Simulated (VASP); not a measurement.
# NaCl (Fm-3m) in VASP: further runs, part 2 of 2

VASP 6.6.1.

## Step 4: Single point, PBEsol

This run uses another cell than the first one, of 16.42 Å³/atom, 0.747 times its volume.

INCAR

```
SYSTEM = NaCl
PREC = Accurate
ENCUT = 520
EDIFF = 1E-6
ISMEAR = 0
SIGMA = 0.01
LREAL = .FALSE.
LASPH = .TRUE.
NELM = 80
ALGO = Normal
ISIF = 2
LWAVE = .FALSE.
LCHARG = .FALSE.
GGA = PS
NBANDS = 14
```

KPOINTS

```
regular mesh
0
G
  8 8 8
  0 0 0
```

POSCAR

```
NaCl
1.0
    0.0000000000      2.5414536008      2.5414536008
    2.5414536008      0.0000000000      2.5414536008
    2.5414536008      2.5414536008      0.0000000000
Na Cl
1 1
Direct
    0.0000000000      0.0000000000      0.0000000000
    0.5000000000      0.5000000000      0.5000000000
```

Potentials or basis: VASP PAW PBE potentials, release 64 (Na_pv, Cl).

Run with:

```
> cat potpaw_PBE.64/Na_pv/POTCAR potpaw_PBE.64/Cl/POTCAR > POTCAR
> mpirun -np 1 vasp_std > vasp.out
```

OUTCAR:

```text
SYSTEM = NaCl
   PREC = Accurate
   ENCUT = 520
   EDIFF = 1E-6
   ISMEAR = 0
   LREAL = .FALSE.
   LASPH = .TRUE.
   NELM = 80
   ISIF = 2
   GGA = PS

 ion  position               nearest neighbor table
   1  0.000  0.000  0.000-   2 2.54   2 2.54   2 2.54   2 2.54   2 2.54   2 2.54
   2  0.500  0.500  0.500-   1 2.54   1 2.54   1 2.54   1 2.54   1 2.54   1 2.54

  LATTYP: Found a face centered cubic cell.
 ALAT       =     5.0829072016

  Lattice vectors:

 A1 = (   0.0000000000,   2.5414536008,   2.5414536008)
 A2 = (   2.5414536008,   0.0000000000,   2.5414536008)
 A3 = (   2.5414536008,   2.5414536008,   0.0000000000)

Analysis of symmetry for initial positions (statically):
=====================================================================
 Subroutine PRICEL returns:
 Original cell was already a primitive cell.

 Routine SETGRP: Setting up the symmetry group for a
 face centered cubic supercell.

 Subroutine GETGRP returns: Found 48 space group operations
 (whereof 48 operations were pure point group operations)
 out of a pool of 48 trial point group operations.

The static configuration has the point symmetry O_h .

Analysis of symmetry for dynamics (positions and initial velocities):
[... 179 lines left out ...]
     12      15.2831      0.00000
     13      15.2831      0.00000
     14      17.1536      0.00000
[... 377 lines left out ...]
      1     -18.9442      2.00000
      2     -18.8732      2.00000
      3     -18.8582      2.00000
      4     -11.2511      2.00000
      5      -1.2689      2.00000
      6       0.1306      2.00000
      7       0.7178      2.00000
      8      10.3129      0.00000
      9      11.7579      0.00000
     10      13.2079      0.00000
     11      14.1604      0.00000
     12      17.2683      0.00000
     13      19.2127      0.00000
     14      20.0901      0.00000

 [... further k-points ...]

------------------------ aborting loop because EDIFF is reached ----------------------------------------

  FORCE on cell =-STRESS in cart. coord.  units (eV):
  Direction    XX          YY          ZZ          XY          YZ          ZX
  --------------------------------------------------------------------------------------
  -------------------------------------------------------------------------------------
  Total        3.1234310      3.1234310      3.1234310      0.0000000      0.0000000     -0.0000000
  in kB      152.4284202    152.4284202    152.4284202      0.0000000      0.0000000     -0.0000000
  external PRESSURE =     152.4284202 kB  Pullay stress =       0.0000000 kB

 VOLUME and BASIS-vectors are now :
 -----------------------------------------------------------------------------
  energy-cutoff  :      520.00
  volume of cell :       32.83
      direct lattice vectors                 reciprocal lattice vectors
     0.000000000  2.541453601  2.541453601    -0.196737804  0.196737804  0.196737804
     2.541453601  0.000000000  2.541453601     0.196737804 -0.196737804  0.196737804
     2.541453601  2.541453601  0.000000000     0.196737804  0.196737804 -0.196737804

 POSITION                                       TOTAL-FORCE (eV/Angst)
 -----------------------------------------------------------------------------------
      0.00000      0.00000      0.00000        -0.000000     -0.000000      0.000000
      2.54145      2.54145      2.54145         0.000000      0.000000     -0.000000
 -----------------------------------------------------------------------------------
    total drift:                                0.000000      0.000000      0.000000

  FREE ENERGIE OF THE ION-ELECTRON SYSTEM (eV)
  ---------------------------------------------------
  free  energy   TOTEN  =        -6.5940459557 eV

  energy  without entropy=       -6.5940459557  energy(sigma->0) =       -6.59404596
```

OSZICAR:

```text
N       E                     dE             d eps       ncg     rms          rms(c)
DAV:   1     0.103062314054E+03    0.10306E+03   -0.72820E+03   836   0.110E+03
DAV:   2     0.156259784175E+00   -0.10291E+03   -0.94008E+02   902   0.298E+02
DAV:   3    -0.666054208289E+01   -0.68168E+01   -0.67802E+01  1016   0.699E+01
DAV:   4    -0.674964713260E+01   -0.89105E-01   -0.89072E-01   914   0.857E+00
DAV:   5    -0.675131135055E+01   -0.16642E-02   -0.16641E-02  1068   0.119E+00    0.232E+00
DAV:   6    -0.660833570243E+01    0.14298E+00   -0.19424E-01  1044   0.404E+00    0.167E+00
DAV:   7    -0.659285899946E+01    0.15477E-01   -0.63805E-02  1176   0.203E+00    0.106E+00
DAV:   8    -0.659412962225E+01   -0.12706E-02   -0.50151E-03   890   0.762E-01    0.285E-01
DAV:   9    -0.659403073786E+01    0.98884E-04   -0.17758E-04  1028   0.144E-01    0.966E-02
DAV:  10    -0.659404659730E+01   -0.15859E-04   -0.53103E-05   962   0.943E-02    0.690E-03
DAV:  11    -0.659404595569E+01    0.64161E-06   -0.48355E-06  1016   0.287E-02
   1 F= -.65940460E+01 E0= -.65940460E+01  d E =-.363379E-47
```

Wall time 9.5 s (1 thread of Intel Xeon Platinum 8259CL at 2.50GHz (Skylake/Cascade Lake), shared host); peak memory 0.15 GiB.

Results:

```yaml
Free_energy: -6.5940 eV
Pressure: 15.2 GPa
Band_gap_on_the_k_mesh: 6.39 eV, direct
```

Levels at points of the mesh, in eV from the valence-band top:
| k point | band 4 | band 5 | band 6 | band 7 | band 8 | band 9 | band 10 | band 11 |
| --- | --- | --- | --- | --- | --- | --- | --- | --- |
| (0.00, 0.00, 0.00) | -13.62 | 0.00 | 0.00 | 0.00 | 6.39 | 11.12 | 11.12 | 11.12 |
| (0.50, 0.00, 0.00) | -12.77 | -3.16 | -0.52 | -0.52 | 7.51 | 11.50 | 11.50 | 13.22 |
| (0.50, 0.50, 0.00) | -12.73 | -2.72 | -0.99 | -0.99 | 7.35 | 8.26 | 13.58 | 16.33 |

Caveat: the PAW data sets were made with another functional, which shifts forces and pressure a little. Expect the measured gap to be larger: semilocal functionals such as PBEsol lack the derivative discontinuity.

## Step 5: Single point, PBEsol

This run uses another cell than the first one, of 19.12 Å³/atom, 0.870 times its volume.

INCAR

```
SYSTEM = NaCl
ALGO = Normal
EDIFF = 1E-6
ENCUT = 520
GGA = PS
ISIF = 2
ISMEAR = 0
LASPH = .TRUE.
LCHARG = .TRUE.
LELF = .TRUE.
LREAL = .FALSE.
LVHAR = .TRUE.
LWAVE = .FALSE.
NBANDS = 14
NELM = 60
PREC = Accurate
SIGMA = 0.01
```

KPOINTS

```
k-points
0
G
  8 8 8
  0 0 0
```

POSCAR

```
NaCl
1.0
    0.0000000000      2.6738580493      2.6738580493
    2.6738580493      0.0000000000      2.6738580493
    2.6738580493      2.6738580493      0.0000000000
Na Cl
1 1
Direct
    0.0000000000      0.0000000000      0.0000000000
    0.5000000000      0.5000000000      0.5000000000
```

Run with:

```
> cat potpaw_PBE.64/Na_pv/POTCAR potpaw_PBE.64/Cl/POTCAR > POTCAR
> mpirun -np 1 vasp_std > vasp.out
```

Wall time 12 s (1 thread of Intel Xeon Platinum 8259CL at 2.50GHz (Skylake/Cascade Lake), shared host); peak memory 0.15 GiB.

It converged, with:

```
Free energy            : -6.9167 eV
Pressure               : 5.1 GPa
Band gap on the k mesh : 5.59 eV, direct
```

Levels at points of the mesh, in eV from the valence-band top:
| k point | band 5 | band 6 | band 7 | band 8 | band 9 | band 10 |
| --- | --- | --- | --- | --- | --- | --- |
| (0.00, 0.00, 0.00) | 0.00 | 0.00 | 0.00 | 5.59 | 11.11 | 11.11 |
| (0.50, 0.00, 0.00) | -2.52 | -0.38 | -0.38 | 7.32 | 11.22 | 11.22 |
| (0.50, 0.50, 0.00) | -2.18 | -0.78 | -0.78 | 7.68 | 7.87 | 12.31 |

Caveat: the PAW data sets were made with another functional, which shifts forces and pressure a little. As with any semilocal functional, this PBEsol gap is likely too small.

## Step 6: The runs side by side

| level | potentials or basis | cell | k mesh | smearing | gap on the mesh (eV) | pressure (GPa) |
| --- | --- | --- | --- | --- | --- | --- |
| LDA | VASP PAW LDA potentials, release 64 (Na_pv, Cl) | a = 3.961 Å, angles 60.0°, 2 atoms | 8 × 8 × 8 | gaussian 0.02 eV | 4.78 | -2.0 |
| PBEsol | VASP PAW PBE potentials, release 64 (Na_pv, Cl) | a = 3.974 Å, angles 60.0°, 2 atoms | 6 × 6 × 6 | gaussian 0.1 eV | 4.97 | -0.2 |
| PBEsol | VASP PAW PBE potentials, release 64 (Na_pv, Cl) | a = 3.594 Å, angles 60.0°, 2 atoms | 8 × 8 × 8 | gaussian 0.01 eV | 6.39 | 15.2 |
| PBEsol | VASP PAW PBE potentials, release 64 (Na_pv, Cl) | a = 3.781 Å, angles 60.0°, 2 atoms | 8 × 8 × 8 | gaussian 0.01 eV | 5.59 | 5.1 |

Alike in all rows: task single point; no spin polarisation; cutoff (eV) 520.

Caveats: the PAW data sets were made with another functional, which shifts forces and pressure a little (some runs).

Total energies depend on the potentials used, so only differences within one code and one set of settings carry meaning.
